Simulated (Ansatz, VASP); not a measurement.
## CuO in VASP and in Ansatz

INCAR

```
SYSTEM = CuO
  ALGO = Normal
  EDIFF = 1E-6
  EDIFFG = -0.01
  ENCUT = 600
  GGA = RP
  IBRION = 2
  ISIF = 3
  ISMEAR = -1
  LASPH = .True.
  LCHARG = .False.
  LREAL = .False.
  LWAVE = .False.
  NELM = 100
  NSW = 60
  PREC = Accurate
  SIGMA = 0.05
```

KPOINTS

```
k-points
0
Gamma
  9 9 5
  0 0 0
```

File POSCAR:

```
CuO
1.0
    1.9909680000     -2.1535500000      0.0000000000
    1.9909680000      2.1535500000      0.0000000000
    0.0000000000      0.0000000000      5.1559280000
Cu O
2 2
Direct
    0.5000000000      0.0000000000      0.0000000000
    0.0000000000      0.5000000000      0.5000000000
    0.5000000000      0.5000000000      0.2500000000
    0.5000000000      0.5000000000      0.7500000000
```

Contents of input.yaml:

```yaml
crystal:
  lattice:
    - [1.990968, -2.15355, 0.0]
    - [1.990968, 2.15355, 0.0]
    - [0.0, 0.0, 5.155928]
  atoms:
    - { symbol: Cu, position: [0.5, 0.0, 0.0] }
    - { symbol: Cu, position: [0.0, 0.5, 0.5] }
    - { symbol: O, position: [0.5, 0.5, 0.25] }
    - { symbol: O, position: [0.5, 0.5, 0.75] }
hamiltonian:
  xc: rpbe
  pseudopotentials: { kind: paw }
kpoints:
  mp_grid: { grid: [9, 9, 5] }
scf:
  occupations: { method: fermi_dirac, width: 0.05 }
output:
  forces: true
  stress: true
  eigenvalues: true
relax:
  f_tol: 0.01
  max_steps: 40
  cell: { stress_tol: 0.05 }
```

Alike in both runs: task relaxation of cell and atoms; functional RPBE; k mesh 9 × 9 × 5; occupations fermi-dirac, width 0.05 eV; no spin polarisation.

```csv
,VASP,Ansatz
version,VASP 6.6.1,Ansatz 0.2.0
potentials or method,"VASP PAW PBE potentials, release 64 (Cu, O)",Ansatz PAW
plane-wave cutoff (eV),600,420
valence electrons in the cell,34,50
```

```tsv
	VASP	Ansatz	Ansatz less VASP
gap on the k mesh at the Fermi level, each at its own relaxed structure (eV)	none	none	-
relaxed volume (Å³/atom)	11.66	11.61	-0.052
relaxed length of the cell vector where the two differ most in proportion (Å)	5.200	5.192	-0.0083
```

VASP's potentials were made for PBE, not for RPBE. A gap of «none» marks a metal or a gap that the smearing closes. VASP's potentials hold 34 valence electrons a cell and Ansatz's 50, so a difference there can come from the potentials and not from the codes.

Noted on Ansatz's run: the plane-wave basis is chosen anew once the cell has moved, so the energies of steps on either side of that aren't comparable.
